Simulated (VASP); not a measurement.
Write the native input for VASP 6.6.1 that does the following.

```yaml
Task: single point
Functional: PBEsol
Potentials_or_basis: VASP PAW PBE potentials, release 64 (Ti_sv, B)
Cutoff: 520 eV
k_mesh: 14 × 14 × 11
Occupations: fermi-dirac, width 0.03 eV
Spin: no spin polarisation
Dipole_correction: no
Further_INCAR_settings: ALGO = Normal; EDIFF = 1e-07; NBANDS = 16
```

The structure of TiB2 lies in POSCAR:

```
TiB2
1.0
    3.0291982016     -0.0302919820     -0.0302919820
   -1.5408327268      2.6385085867     -0.0110876350
   -0.0322840000     -0.0322840000      3.2284000000
Ti B
1 2
Direct
    0.0000000000      0.0000000000      0.0000000000
    0.3333333333      0.6666666667      0.5000000000
    0.6666666667      0.3333333333      0.5000000000
```

This cell differs from its parent crystal: equal xy, yz and zx shear strains of -2 %.

These files were run (other wordings do the same):

INCAR

```
SYSTEM = TiB2
  PREC = Accurate
  ENCUT = 520
  EDIFF = 1E-7
  ISMEAR = -1
  SIGMA = 0.03
  LREAL = .FALSE.
  LASPH = .TRUE.
  NELM = 60
  ALGO = Normal
  ISIF = 2
  LWAVE = .FALSE.
  LCHARG = .FALSE.
  GGA = PS
  NBANDS = 16
```

KPOINTS

```
Automatic mesh
0
G
  14 14 11
  0 0 0
```

Potentials or basis: VASP PAW PBE potentials, release 64 (Ti_sv, B).

Command:

```sh
$ cat potpaw_PBE.64/Ti_sv/POTCAR potpaw_PBE.64/B/POTCAR > POTCAR
$ mpirun -np 1 vasp_std > vasp.out
```

Results of the run:

```yaml
Pressure: -4.4 GPa
Largest_force: 0.065 eV/Å
Band_gap_on_the_k_mesh: zero (bands 9 and 10 overlap by 0.64 eV)
```

Caveat: the cell differs from its parent crystal (equal xy, yz and zx shear strains of -2 %); the cell stands under tension; the PAW data sets were made with another functional, which shifts forces and pressure a little.

It took 2.2 min on 1 thread of Intel(R) Xeon(R) 6975P-C (Granite Rapids), on a shared host, peak memory 0.5 GiB.
